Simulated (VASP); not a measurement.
# Ge (R-3) in VASP: single point with LDA

Aim: the single point of Ge with LDA.

Everything below comes from runs of VASP 6.6.1. Logs are shortened: lines on timing, memory, paths and dates and some standing lists are left out, and cuts for length are marked.

## (1) The cell of the first run

The structure is trigonal, space group R-3 (No. 148). Conventional cell: a = 9.760 Å, b = 9.760 Å, c = 5.808 Å, α = 90.00°, β = 90.00°, γ = 120.00°. Within 3.3 Å of Ge (site symmetry 3) lie 5 Ge at 2.46 to 3.30 Å. Within 3.2 Å of Ge (site symmetry 1) lie 4 Ge at 2.46 to 2.47 Å.

## (2) Single point, LDA

File INCAR:

```
ALGO = Normal
EDIFF = 1E-6
ENCUT = 520
GGA = CA
ISIF = 2
ISMEAR = 0
LASPH = T
LCHARG = T
LELF = T
LREAL = F
LVHAR = T
LWAVE = F
NBANDS = 66
NELM = 100
PREC = Accurate
SIGMA = 0.15
```

File KPOINTS:

```
k-points
0
Gamma
  9 9 9
```

File POSCAR:

```
Ge
1.0
    4.8800810733      2.8175161213      1.9360574352
   -4.8800810733      2.8175161213      1.9360574352
    0.0000000000     -5.6350322426      1.9360574352
Ge
8
Direct
    0.7160372200      0.7160372200      0.7160372200
    0.2839627800      0.2839627800      0.2839627800
    0.0289443367      0.7253625347      0.5322921797
    0.5322921797      0.0289443367      0.7253625347
    0.7253625347      0.5322921797      0.0289443367
    0.9710556633      0.2746374653      0.4677078203
    0.4677078203      0.9710556633      0.2746374653
    0.2746374653      0.4677078203      0.9710556633
```

Potentials or basis: VASP PAW LDA potentials, release 64 (Ge_d).

Launch:

```console
cat potpaw_LDA.64/Ge_d/POTCAR > POTCAR
mpirun -np 1 vasp_std > vasp.out
```

OUTCAR:

```text
EDIFF = 1E-6
   ENCUT = 520
   GGA = CA
   ISIF = 2
   ISMEAR = 0
   LASPH = T
   LREAL = F
   NELM = 100
   PREC = Accurate

 ion  position               nearest neighbor table
   1  0.716  0.716  0.716-   5 2.46   3 2.46   4 2.46   2 2.51
   2  0.284  0.284  0.284-   8 2.46   6 2.46   7 2.46   1 2.51
   3  0.029  0.725  0.532-   1 2.46   6 2.46   5 2.47   4 2.47
   4  0.532  0.029  0.725-   1 2.46   7 2.46   3 2.47   5 2.47
   5  0.725  0.532  0.029-   1 2.46   8 2.46   3 2.47   4 2.47
   6  0.971  0.275  0.468-   2 2.46   3 2.46   8 2.47   7 2.47
   7  0.468  0.971  0.275-   2 2.46   4 2.46   6 2.47   8 2.47
   8  0.275  0.468  0.971-   2 2.46   5 2.46   6 2.47   7 2.47

  LATTYP: Found a trigonal (rhomboedric) cell.
 ALAT       =     5.9583476542
 COS(alpha) =    -0.3416288560

  Lattice vectors:

 A1 = (   4.8800810733,   2.8175161213,   1.9360574352)
 A2 = (  -4.8800810733,   2.8175161213,   1.9360574352)
 A3 = (   0.0000000000,  -5.6350322426,   1.9360574352)

Analysis of symmetry for initial positions (statically):
=====================================================================
 Subroutine PRICEL returns:
 Original cell was already a primitive cell.

 Routine SETGRP: Setting up the symmetry group for a
 trigonal (rhombohedral) supercell.

 Subroutine GETGRP returns: Found  6 space group operations
 (whereof  6 operations were pure point group operations)
 out of a pool of 12 trial point group operations.

The static configuration has the point symmetry S_6 .

Analysis of symmetry for dynamics (positions and initial velocities):
=====================================================================
 Subroutine PRICEL returns:
 Original cell was already a primitive cell.

 Routine SETGRP: Setting up the symmetry group for a
 trigonal (rhombohedral) supercell.

 Subroutine GETGRP returns: Found  6 space group operations
 (whereof  6 operations were pure point group operations)
 out of a pool of 12 trial point group operations.

The dynamic configuration has the point symmetry S_6 .

 Subroutine INISYM returns: Found  6 space group operations
 (whereof  6 operations are pure point group operations),
 and found     1 'primitive' translations

----------------------------------------------------------------------------------------

                                     Primitive cell
[... 102 lines left out ...]
   NELM   =    100;   NELMIN=  2; NELMDL= -5     # of ELM steps
   EDIFF  = 0.1E-05   stopping-criterion for ELM
   LREAL  =      F    real-space projection
   EDIFFG = 0.1E-04   stopping-criterion for IOM
   NSW    =      0    number of steps for IOM
   IBRION =     -1    ionic relax: 0-MD 1-quasi-New 2-CG
   NFREE  =      0    steps in history (QN), initial steepest desc. (CG)
   ISIF   =      2    stress and relaxation
   ISYM   =      2    0-nonsym 1-usesym 2-fastsym
   POTIM  = 0.5000    time-step for ionic-motion
   TEBEG  =    0.0;   TEEND  =   0.0 temperature during run
   PSTRESS=    0.0 pullay stress
   NELECT =     112.0000    total number of electrons
   NUPDOWN=      -1.0000    fix difference up-down
   EMIN   =  10.00;   EMAX   =-10.00  energy-range for DOS
   EFERMI =   0.00;   METHOD = LEGACY
   ISMEAR =     0;   SIGMA  =   0.15  broadening in eV -4-tet -1-fermi 0-gaus
   EFERMI_NEDOS =   21; number of points for ismear=-14 and -15
   IALGO  =     38    algorithm
   IMIX   =      4    mixing-type and parameters
     AMIX     =   0.40;   BMIX     =  1.00
     AMIX_MAG =   1.60;   BMIX_MAG =  1.00
  volume/ion in A,a.u.               =      19.97       134.73
  Fermi-wavevector in a.u.,A,eV,Ry     =   1.454431  2.748477 28.781359  2.115370
  Thomas-Fermi vector in A             =   2.571583
   LORBIT       =      0    0 simple, 1 ext, 2 COOP (PROOUT), +10 PAW based schemes
   GGA     = CA    functional components
   LHFCALC =     F    Hartree Fock is set to
   AEXX    =    0.0000 exact exchange contribution
   IVDW    =     0    specifies the selected vdW correction
   LEPSILON=     F    determine dielectric tensor
   LRPA    =     F    only Hartree local field effects (RPA)
 non-spin polarized calculation
 Gauss-broadening in eV      SIGMA  =   0.15
  energy-cutoff  :      520.00
  volume of cell :      159.72
 maximum number of plane-waves:      4326
 NGX is ok and might be reduce to    48
   NGX = 23   NGY = 23   NGZ = 23

 number of electron     112.0000001 magnetization

 Free energy of the ion-electron system (eV)
  ---------------------------------------------------
  ext. energy  EPLUGINS =         0.00000000
  ---------------------------------------------------
  free energy    TOTEN  =       -40.62686042 eV

  energy without entropy =      -40.61538952  energy(sigma->0) =      -40.62112497

 E-fermi :   5.7864     XC(G=0): -11.0721

 val. band max:        5.7775094551   @ k =  -0.1111   0.4444   0.1111
 cond. band min:       5.7872247686   @ k =  -0.3333   0.4444   0.3333
 fundamental gap:      0.0097153135
 Fermi energy:         5.7864013777

 k-point     1 :       0.0000    0.0000    0.0000
  band No.  band energies     occupation
      1     -19.1590      2.00000
      2     -19.1590      2.00000
      3     -19.1501      2.00000
      4     -19.1409      2.00000
      5     -19.1409      2.00000
      6     -19.1180      2.00000
[... 1645 lines left out ...]
     65      10.3070      0.00000
     66      10.5683      0.00000

 [... further k-points ...]
[... 5 lines left out ...]
  --------------------------------------------------------------------------------------
  -------------------------------------------------------------------------------------
  Total        0.1229187      0.1229187      0.0992212      0.0000001      0.0000000      0.0000000
  in kB        1.2330076      1.2330076      0.9952955      0.0000007      0.0000000      0.0000000
  external PRESSURE =       1.1537702 kB  Pullay stress =       0.0000000 kB

 VOLUME and BASIS-vectors are now :
 -----------------------------------------------------------------------------
  energy-cutoff  :      520.00
  volume of cell :      159.72
      direct lattice vectors                 reciprocal lattice vectors
     4.880081073  2.817516121  1.936057435     0.102457314  0.059153758  0.172171201
    -4.880081073  2.817516121  1.936057435    -0.102457314  0.059153758  0.172171201
     0.000000000 -5.635032243  1.936057435     0.000000000 -0.118307516  0.172171201

 POSITION                                       TOTAL-FORCE (eV/Angst)
 -----------------------------------------------------------------------------------
      0.00000      0.00000      4.15887         0.000000     -0.000000      0.010689
      0.00000      0.00000      1.64930         0.000000      0.000000     -0.010689
     -3.39858     -0.87421      2.49093        -0.006074      0.000773      0.004875
      2.45638     -2.50615      2.49093         0.002368     -0.005647      0.004875
      0.94220      3.38036      2.49093         0.003707      0.004874      0.004875
      3.39858      0.87421      3.31724         0.006074     -0.000773     -0.004875
     -2.45638      2.50615      3.31724        -0.002368      0.005647     -0.004875
     -0.94220     -3.38036      3.31724        -0.003707     -0.004874     -0.004875
 -----------------------------------------------------------------------------------
    total drift:                                0.000000      0.000000     -0.000000

  FREE ENERGIE OF THE ION-ELECTRON SYSTEM (eV)
  ---------------------------------------------------
  free  energy   TOTEN  =       -40.6268604221 eV

  energy  without entropy=      -40.6153895175  energy(sigma->0) =      -40.62112497
```

It took 13 min on 1 thread of Intel Xeon 6975P-C (Granite Rapids), shared host; peak memory 0.85 GiB.

What came out:

| Property | Result |
| --- | --- |
| Free energy | -40.6269 eV |
| Pressure | 0.1 GPa |
| Largest force | 0.011 eV/Å |
| Band gap on the k mesh | zero (bands 56 and 57 overlap by 0.39 eV) |

Forces on the atoms (eV/Å):
```
Ge   0.000  0.000  0.011
Ge   0.000  0.000 -0.011
Ge  -0.006  0.001  0.005
Ge   0.002 -0.006  0.005
Ge   0.004  0.005  0.005
Ge   0.006 -0.001 -0.005
Ge  -0.002  0.006 -0.005
Ge  -0.004 -0.005 -0.005
```

Levels at points of the mesh, in eV from the Fermi level:
```csv
k point,band 53,band 54,band 55,band 56,band 57,band 58,band 59,band 60
"(0.00, 0.00, 0.00)",-3.77,-1.27,-1.27,-0.74,1.54,1.89,1.89,4.45
```

Caveat: semilocal functionals underestimate gaps, and a narrow one can read as zero.
